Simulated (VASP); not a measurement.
# SnO (P4/nmm) in VASP: settings compared, part 2 of 2

VASP 6.6.1.

### 3 Electric field gradients, PBE

Contents of INCAR:

```
PREC = Accurate ; ENCUT = 520
EDIFF = 1E-8 ; ISMEAR = -1
SIGMA = 0.05 ; LREAL = False
LASPH = True ; NELM = 60
ALGO = Normal ; ISIF = 2
LWAVE = False ; LCHARG = False
GGA = PE ; LEFG = True
NBANDS = 28
```

Contents of KPOINTS:

```
regular mesh
0
Gamma
  12 12 10
```

Contents of POSCAR:

```
SnO
1.0
    3.7986000000      0.0000000000      0.0000000000
    0.0000000000      3.7986000000      0.0000000000
    0.0000000000      0.0000000000      4.8408000000
Sn O
2 2
Direct
    0.5000000000      0.0000000000      0.2369000000
    0.0000000000      0.5000000000      0.7631000000
    0.0000000000      0.0000000000      0.0000000000
    0.5000000000      0.5000000000      0.0000000000
```

Potentials or basis: VASP PAW PBE potentials, release 64 (Sn_d, O).

Run with:

```bash
cat potpaw_PBE.64/Sn_d/POTCAR potpaw_PBE.64/O/POTCAR > POTCAR
mpirun -np 1 vasp_std > vasp.out
```

OUTCAR:

```text
PREC = Accurate
   ENCUT = 520
   EDIFF = 1E-8
   ISMEAR = -1
   LREAL = False
   LASPH = True
   NELM = 60
   ISIF = 2
   GGA = PE

 ion  position               nearest neighbor table
   1  0.500  0.000  0.237-   3 2.22   4 2.22   4 2.22   3 2.22   2 3.53   2 3.53   2 3.53   2 3.53
                             2 3.70   2 3.70   2 3.70   2 3.70
   2  0.000  0.500  0.763-   3 2.22   4 2.22   3 2.22   4 2.22   1 3.53   1 3.53   1 3.53   1 3.53
                             1 3.70   1 3.70   1 3.70   1 3.70
   3  0.000  0.000  0.000-   1 2.22   2 2.22   2 2.22   1 2.22
   4  0.500  0.500  0.000-   1 2.22   2 2.22   1 2.22   2 2.22

  LATTYP: Found a simple tetragonal cell.
 ALAT       =     3.7986000000
 C/A-ratio  =     1.2743642395

  Lattice vectors:

 A1 = (   3.7986000000,   0.0000000000,   0.0000000000)
 A2 = (   0.0000000000,   3.7986000000,   0.0000000000)
 A3 = (   0.0000000000,   0.0000000000,   4.8408000000)

Analysis of symmetry for initial positions (statically):
=====================================================================
 Subroutine PRICEL returns:
 Original cell was already a primitive cell.

 Routine SETGRP: Setting up the symmetry group for a
 simple tetragonal supercell.

 Subroutine GETGRP returns: Found 16 space group operations
 (whereof  8 operations were pure point group operations)
 out of a pool of 16 trial point group operations.

The static configuration has the point symmetry D_2d.
 The point group associated with its full space group is D_4h.

Analysis of symmetry for dynamics (positions and initial velocities):
=====================================================================
 Subroutine PRICEL returns:
 Original cell was already a primitive cell.

 Routine SETGRP: Setting up the symmetry group for a
 simple tetragonal supercell.

 Subroutine GETGRP returns: Found 16 space group operations
 (whereof  8 operations were pure point group operations)
 out of a pool of 16 trial point group operations.

The dynamic configuration has the point symmetry D_2d.
 The point group associated with its full space group is D_4h.

 Subroutine INISYM returns: Found 16 space group operations
 (whereof  8 operations are pure point group operations),
 and found     1 'primitive' translations

----------------------------------------------------------------------------------------

                                     Primitive cell

  volume of cell :      69.8497

  direct lattice vectors                    reciprocal lattice vectors
     3.798600000  0.000000000  0.000000000     0.263254883  0.000000000  0.000000000
     0.000000000  3.798600000  0.000000000     0.000000000  0.263254883  0.000000000
     0.000000000  0.000000000  4.840800000     0.000000000  0.000000000  0.206577425

  length of vectors
     3.798600000  3.798600000  4.840800000     0.263254883  0.263254883  0.206577425

  position of ions in fractional coordinates (direct lattice)
     0.500000000  0.000000000  0.236900000
     0.000000000  0.500000000  0.763100000
     0.000000000  0.000000000  0.000000000
     0.500000000  0.500000000  0.000000000

  ion indices of the primitive-cell ions
[... 93 lines left out ...]
   EFERMI_NEDOS =   21; number of points for ismear=-14 and -15
   IALGO  =     38    algorithm
   IMIX   =      4    mixing-type and parameters
     AMIX     =   0.40;   BMIX     =  1.00
     AMIX_MAG =   1.60;   BMIX_MAG =  1.00
  volume/ion in A,a.u.               =      17.46       117.84
  Fermi-wavevector in a.u.,A,eV,Ry     =   1.359482  2.569048 25.146163  1.848191
  Thomas-Fermi vector in A             =   2.486226
   LORBIT       =      0    0 simple, 1 ext, 2 COOP (PROOUT), +10 PAW based schemes
   GGA     = PE    functional components
   LHFCALC =     F    Hartree Fock is set to
   AEXX    =    0.0000 exact exchange contribution
   IVDW    =     0    specifies the selected vdW correction
   LEPSILON=     F    determine dielectric tensor
   LRPA    =     F    only Hartree local field effects (RPA)
 non-spin polarized calculation
  energy-cutoff  :      520.00
  volume of cell :       69.85
 maximum number of plane-waves:      1902
   NGX = 15   NGY = 15   NGZ = 19

 number of electron      39.9999994 magnetization

 Free energy of the ion-electron system (eV)
  ---------------------------------------------------
  ext. energy  EPLUGINS =         0.00000000
  ---------------------------------------------------
  free energy    TOTEN  =       -22.65964085 eV

  energy without entropy =      -22.65894423  energy(sigma->0) =      -22.65929254

 E-fermi :   7.3595     XC(G=0): -10.2670

 val. band max:        7.3230980877   @ k =   0.5000   0.5000   0.0000
 cond. band min:       7.4725106350   @ k =   0.5000   0.5000   0.1000
 fundamental gap:      0.1494125473
 Fermi energy:         7.3594782082

 k-point     1 :       0.0000    0.0000    0.0000
  band No.  band energies     occupation
      1     -14.8282      2.00000
      2     -14.3709      2.00000
      3     -14.3709      2.00000
      4     -14.3688      2.00000
      5     -14.3241      2.00000
      6     -14.3162      2.00000
[... 733 lines left out ...]
     27      14.6717      0.00000
     28      15.0840      0.00000

 [... further k-points ...]

------------------------ aborting loop because EDIFF is reached ----------------------------------------

  FORCE on cell =-STRESS in cart. coord.  units (eV):
  Direction    XX          YY          ZZ          XY          YZ          ZX
  --------------------------------------------------------------------------------------
  -------------------------------------------------------------------------------------
  Total        2.3717235      2.3717235      1.8724326      0.0000000      0.0000000      0.0000000
  in kB       54.4014374     54.4014374     42.9489469      0.0000000      0.0000000      0.0000000
  external PRESSURE =      50.5839406 kB  Pullay stress =       0.0000000 kB

 VOLUME and BASIS-vectors are now :
 -----------------------------------------------------------------------------
  energy-cutoff  :      520.00
  volume of cell :       69.85
      direct lattice vectors                 reciprocal lattice vectors
     3.798600000  0.000000000  0.000000000     0.263254883  0.000000000  0.000000000
     0.000000000  3.798600000  0.000000000     0.000000000  0.263254883  0.000000000
     0.000000000  0.000000000  4.840800000     0.000000000  0.000000000  0.206577425

 POSITION                                       TOTAL-FORCE (eV/Angst)
 -----------------------------------------------------------------------------------
      1.89930      0.00000      1.14679         0.000000     -0.000000      0.591653
      0.00000      1.89930      3.69401         0.000000      0.000000     -0.591653
      0.00000      0.00000      0.00000         0.000000     -0.000000      0.000000
      1.89930      1.89930      0.00000        -0.000000     -0.000000      0.000000
 -----------------------------------------------------------------------------------
    total drift:                                0.000000      0.000000      0.000000

  FREE ENERGIE OF THE ION-ELECTRON SYSTEM (eV)
  ---------------------------------------------------
  free  energy   TOTEN  =       -22.6596408455 eV

  energy  without entropy=      -22.6589442338  energy(sigma->0) =      -22.65929254

 Electric field gradients (V/A^2)
---------------------------------------------------------------------
 ion       V_xx      V_yy      V_zz      V_xy      V_xz      V_yz
---------------------------------------------------------------------
   1      83.146    83.146  -166.291    -0.000    -0.000    -0.000
   2      83.146    83.146  -166.291    -0.000     0.000    -0.000
   3      -0.471    -0.471     0.942    -0.000    -0.000     0.000
   4      -0.471    -0.471     0.942     0.000    -0.000     0.000
---------------------------------------------------------------------

 Electric field gradients after diagonalization (V/A^2)
 (convention: |V_zz| > |V_xx| > |V_yy|)
----------------------------------------------------------------------
 ion       V_xx      V_yy      V_zz     asymmetry (V_yy - V_xx)/ V_zz
----------------------------------------------------------------------
   1      83.146    83.146  -166.291       0.000
   2      83.146    83.146  -166.291       0.000
   3      -0.471    -0.471     0.942       0.000
   4      -0.471    -0.471     0.942       0.000
----------------------------------------------------------------------

           NMR quadrupolar parameters

 Cq : quadrupolar parameter    Cq=e*Q*V_zz/h
 eta: asymmetry parameters     (V_yy - V_xx)/ V_zz
 Q  : nuclear electric quadrupole moment in mb (millibarn)
----------------------------------------------------------------------
 ion       Cq(MHz)       eta       Q (mb)
----------------------------------------------------------------------
   1      -0.402       0.000       1.000
   2      -0.402       0.000       1.000
   3       0.002       0.000       1.000
   4       0.002       0.000       1.000
----------------------------------------------------------------------
```

It took 9.2 min on 1 thread of Oxide Virtual Turin-like, shared host; peak memory 0.34 GiB.

Results:

```
Free energy                             : -22.6596 eV
Pressure                                : 5.1 GPa
Largest force                           : 0.592 eV/Å
Band gap on the k mesh                  : 0.06 eV (least direct gap 1.98 eV)
Largest electric field gradient by atom : Sn -166.3; O +0.9 V/Å²
```

Forces on the atoms (eV/Å):
```
Sn   0.000  0.000  0.592
Sn   0.000  0.000 -0.592
O    0.000  0.000  0.000
O    0.000  0.000  0.000
```

Stress tensor (GPa, compression positive):
```
5.44 0.00 0.00
0.00 5.44 0.00
0.00 0.00 4.29
```

Electric field gradients, principal values (V/Å²):
```tsv
atom	least	middle	greatest (by size)
1 Sn	83.146	83.146	-166.291
2 Sn	83.146	83.146	-166.291
3 O	-0.471	-0.471	0.942
4 O	-0.471	-0.471	0.942
```

Caveat: the cell stands under pressure; the smearing spreads over this small gap; semilocal functionals underestimate gaps, and a narrow one can read as zero; without QUAD_EFG the Cq values of the log hold for a quadrupole moment of 1 mb, not for the nuclei; spin-orbit coupling is left out, which moves the levels of the heavy elements. A k mesh can miss the band edges.

### 4 Electric field gradients, LDA

Contents of INCAR:

```
SYSTEM = SnO
PREC = Accurate
ENCUT = 520
EDIFF = 1E-8
ISMEAR = -1
SIGMA = 0.05
LREAL = .FALSE.
LASPH = .TRUE.
NELM = 80
ALGO = Normal
ISIF = 2
LWAVE = .FALSE.
LCHARG = .FALSE.
GGA = CA
LEFG = .TRUE.
NBANDS = 28
```

Contents of KPOINTS:

```
regular mesh
0
G
  12 12 10
  0 0 0
```

POSCAR, as its differences from that of step 3:

```diff
@@ -8,4 +8,4 @@
 Direct
-    0.5000000000      0.0000000000      0.2369000000
-    0.0000000000      0.5000000000      0.7631000000
+    0.5000000000      0.0000000000      0.2422836718
+    0.0000000000      0.5000000000      0.7577163282
     0.0000000000      0.0000000000      0.0000000000
```

Potentials or basis: VASP PAW LDA potentials, release 64 (Sn_d, O).

Run with:

```bash
cat potpaw_LDA.64/Sn_d/POTCAR potpaw_LDA.64/O/POTCAR > POTCAR
mpirun -np 1 vasp_std > vasp.out
```

OUTCAR:

```text
SYSTEM = SnO
   PREC = Accurate
   ENCUT = 520
   EDIFF = 1E-8
   ISMEAR = -1
   LREAL = .FALSE.
   LASPH = .TRUE.
   NELM = 80
   ISIF = 2
   GGA = CA

 ion  position               nearest neighbor table
   1  0.500  0.000  0.242-   3 2.23   4 2.23   4 2.23   3 2.23   2 3.57   2 3.57   2 3.57   2 3.57
                             2 3.67   2 3.67   2 3.67   2 3.67
   2  0.000  0.500  0.758-   3 2.23   4 2.23   3 2.23   4 2.23   1 3.57   1 3.57   1 3.57   1 3.57
                             1 3.67   1 3.67   1 3.67   1 3.67
   3  0.000  0.000  0.000-   1 2.23   2 2.23   2 2.23   1 2.23
   4  0.500  0.500  0.000-   1 2.23   2 2.23   1 2.23   2 2.23

  LATTYP: Found a simple tetragonal cell.
 ALAT       =     3.7986000000
 C/A-ratio  =     1.2743642395

  Lattice vectors:

 A1 = (   3.7986000000,   0.0000000000,   0.0000000000)
 A2 = (   0.0000000000,   3.7986000000,   0.0000000000)
 A3 = (   0.0000000000,   0.0000000000,   4.8408000000)

Analysis of symmetry for initial positions (statically):
=====================================================================
[... 952 lines left out ...]
      0.00000      1.89930      3.66795        -0.000000      0.000000      0.485419
      0.00000      0.00000      0.00000        -0.000000      0.000000      0.000000
      1.89930      1.89930      0.00000        -0.000000     -0.000000      0.000000
 -----------------------------------------------------------------------------------
    total drift:                                0.000000      0.000000     -0.000000

  FREE ENERGIE OF THE ION-ELECTRON SYSTEM (eV)
  ---------------------------------------------------
  free  energy   TOTEN  =       -25.6989005972 eV

  energy  without entropy=      -25.6978122364  energy(sigma->0) =      -25.69835642

 Electric field gradients (V/A^2)
---------------------------------------------------------------------
 ion       V_xx      V_yy      V_zz      V_xy      V_xz      V_yz
---------------------------------------------------------------------
   1      83.287    83.287  -166.575     0.000    -0.000    -0.000
   2      83.287    83.287  -166.575     0.000     0.000    -0.000
   3      -3.271    -3.271     6.542     0.000    -0.000     0.000
   4      -3.271    -3.271     6.542     0.000     0.000    -0.000
---------------------------------------------------------------------

 Electric field gradients after diagonalization (V/A^2)
 (convention: |V_zz| > |V_xx| > |V_yy|)
----------------------------------------------------------------------
 ion       V_xx      V_yy      V_zz     asymmetry (V_yy - V_xx)/ V_zz
----------------------------------------------------------------------
   1      83.287    83.287  -166.575       0.000
   2      83.287    83.287  -166.575       0.000
   3      -3.271    -3.271     6.542       0.000
   4      -3.271    -3.271     6.542       0.000
----------------------------------------------------------------------

           NMR quadrupolar parameters

 Cq : quadrupolar parameter    Cq=e*Q*V_zz/h
 eta: asymmetry parameters     (V_yy - V_xx)/ V_zz
 Q  : nuclear electric quadrupole moment in mb (millibarn)
----------------------------------------------------------------------
 ion       Cq(MHz)       eta       Q (mb)
----------------------------------------------------------------------
   1      -0.403       0.000       1.000
   2      -0.403       0.000       1.000
   3       0.016       0.000       1.000
   4       0.016       0.000       1.000
----------------------------------------------------------------------
```

OSZICAR:

```text
N       E                     dE             d eps       ncg     rms          rms(c)
DAV:   1     0.413788753854E+03    0.41379E+03   -0.19907E+04  9780   0.219E+03
DAV:   2     0.339985452737E+02   -0.37979E+03   -0.36421E+03  9800   0.541E+02
DAV:   3    -0.263876172741E+02   -0.60386E+02   -0.59176E+02 10780   0.181E+02
DAV:   4    -0.292581285375E+02   -0.28705E+01   -0.28562E+01 10672   0.422E+01
DAV:   5    -0.293289306590E+02   -0.70802E-01   -0.70791E-01 10372   0.717E+00    0.114E+01
DAV:   6    -0.258285235746E+02    0.35004E+01   -0.16388E+01 15208   0.458E+01    0.514E+00
DAV:   7    -0.257549979454E+02    0.73526E-01   -0.20670E+00 11204   0.874E+00    0.243E+00
DAV:   8    -0.257121896319E+02    0.42808E-01   -0.33010E-01 10988   0.364E+00    0.765E-01
DAV:   9    -0.256985400063E+02    0.13650E-01   -0.42481E-02 15384   0.212E+00    0.214E-01
DAV:  10    -0.256993334977E+02   -0.79349E-03   -0.67064E-03 13516   0.731E-01    0.146E-01
DAV:  11    -0.256988802002E+02    0.45330E-03   -0.17852E-03 14452   0.387E-01    0.165E-02
DAV:  12    -0.256989033447E+02   -0.23145E-04   -0.23820E-04  9684   0.870E-02    0.225E-02
DAV:  13    -0.256989011605E+02    0.21842E-05   -0.90629E-06 11872   0.230E-02    0.753E-03
DAV:  14    -0.256989006135E+02    0.54702E-06   -0.22781E-06 13296   0.102E-02    0.109E-03
DAV:  15    -0.256989006060E+02    0.74897E-08   -0.27735E-07 12796   0.338E-03    0.151E-03
DAV:  16    -0.256989005972E+02    0.87557E-08   -0.16321E-08  7212   0.134E-03
   1 F= -.25698901E+02 E0= -.25698356E+02  d E =-.108836E-02
```

stdout:

```text
POSCAR found type information on POSCAR SnO
 POSCAR found :  2 types and       4 ions
 scaLAPACK will be used
 LDA part: xc-table for (Slater(with rela. corr.)+CA(PZ))
 , standard interpolation
 POSCAR, INCAR and KPOINTS ok, starting setup
 FFT: planning ... GRIDC
 FFT: planning ... GRID_SOFT
 FFT: planning ... GRID
 WAVECAR not read
 entering main loop
ion   1

ion   2

ion   3

ion   4
```

Run time: 5 min. Hardware: 1 thread of Oxide Virtual Turin-like, shared host; peak memory 0.32 GiB.

Results:

- Free energy: -25.6989 eV
- Pressure: -3.6 GPa
- Largest force: 0.485 eV/Å
- Band gap on the k mesh: zero (bands 20 and 21 overlap by 0.05 eV)
- Largest electric field gradient by atom: Sn -166.6; O +6.5 V/Å²

Forces on the atoms (eV/Å):
```
Sn   0.000  0.000 -0.485
Sn   0.000  0.000  0.485
O    0.000  0.000  0.000
O    0.000  0.000  0.000
```

Stress tensor (GPa, compression positive):
```
-3.35  0.00  0.00
 0.00 -3.35  0.00
 0.00  0.00 -4.03
```

Electric field gradients, principal values (V/Å²):
| atom | least | middle | greatest (by size) |
| --- | --- | --- | --- |
| 1 Sn | 83.287 | 83.287 | -166.575 |
| 2 Sn | 83.287 | 83.287 | -166.575 |
| 3 O | -3.271 | -3.271 | 6.542 |
| 4 O | -3.271 | -3.271 | 6.542 |

Caveat: the cell stands under tension; semilocal functionals underestimate gaps, and a narrow one can read as zero; without QUAD_EFG the Cq values of the log hold for a quadrupole moment of 1 mb, not for the nuclei; spin-orbit coupling is left out, which moves the levels of the heavy elements.

### 5 Summary

```tsv
level	potentials or basis	cell	gap on the mesh (eV)	pressure (GPa)	largest force (eV/Å)
r2SCAN	VASP PAW PBE potentials, release 64 (Sn_d, O)	as given, atomic positions A	none	-0.4	0.39
PBE	VASP PAW PBE potentials, release 64 (Sn_d, O)	as given, atomic positions B	0.06	5.1	0.59
LDA	VASP PAW LDA potentials, release 64 (Sn_d, O)	as given, atomic positions A	none	-3.6	0.49
```

Alike in all rows: task electric field gradients; no spin polarisation; k mesh 12 × 12 × 10; cutoff (eV) 520; smearing fermi-dirac 0.05 eV.

Caveats: semilocal functionals underestimate gaps, and a narrow one can read as zero; spin-orbit coupling is left out, which moves the levels of the heavy elements; the PAW data sets were made with another functional, which shifts forces and pressure a little (at least some runs); the cell stands under pressure (at least some runs); the smearing spreads over this small gap (at least some runs); the cell stands under tension (at least some runs).

Total energies depend on the potentials used, so only differences within one code and one set of settings carry meaning.

The gap in the log of VASP goes by the Fermi energy; the results here count the filled bands.